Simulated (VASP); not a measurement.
Crystal: La.

```
La
1.0
     0.00000    3.60004    3.60004
     3.60004    0.00000    3.60004
     3.60004    3.60004    0.00000
La
2
Cartesian
  -0.9000 -0.9000 -0.9000
  0.9000 0.9000 0.9000
```

This isn't the form of La at room conditions, which is double hcp.

```yaml
Program: VASP 6.6.1
Task: relaxation of cell and atoms
Functional: PBE
Potentials_or_basis: VASP PAW PBE potentials, release 64 (La)
Cutoff: 600 eV
k_mesh: 9 × 9 × 9
Occupations: fermi-dirac, width 0.05 eV
Spin: no spin polarisation
```

At the start: pressure -4.4 GPa; volume 46.66 Å³/atom.

Task: How do energy, volume and symmetry change on relaxing?

Result: Over 10 steps the energy falls by 182.4 meV/atom and the volume is 37.32 Å³/atom (-20.0 %); space group Fd-3m (No. 227, to 0.1 Å) before and after.

Step by step:
| step | energy change (eV) | largest force (eV/Å) | pressure (GPa) | volume (Å³) |
| --- | --- | --- | --- | --- |
| 1 | 0.0000 | 0.0000 | -4.41 | 93.32 |
| 2 | -0.3528 | 0.0000 | -1.40 | 77.03 |
| 3 | -0.3649 | 0.0000 | 0.03 | 74.39 |
| 4 | -0.3647 | 0.0000 | -0.23 | 74.74 |
| 5 | -0.3647 | 0.0000 | -0.22 | 74.72 |
| 6 | -0.3648 | 0.0000 | 0.13 | 74.64 |
| 7 | -0.3648 | 0.0000 | -0.16 | 74.64 |
| 8 | -0.3648 | 0.0000 | -0.18 | 74.64 |
| 9 | -0.3648 | 0.0000 | -0.04 | 74.64 |
| 10 | -0.3648 | 0.0000 | 0.00 | 74.64 |

Final structure:
```
La
1.0
     0.00000    3.34182    3.34182
     3.34182    0.00000    3.34182
     3.34182    3.34182    0.00000
La
2
Direct
  0.87500 0.87500 0.87500
  0.12500 0.12500 0.12500
```

Caveat: the volume moved by over 15 % at a fixed basis, so the end points are rough.
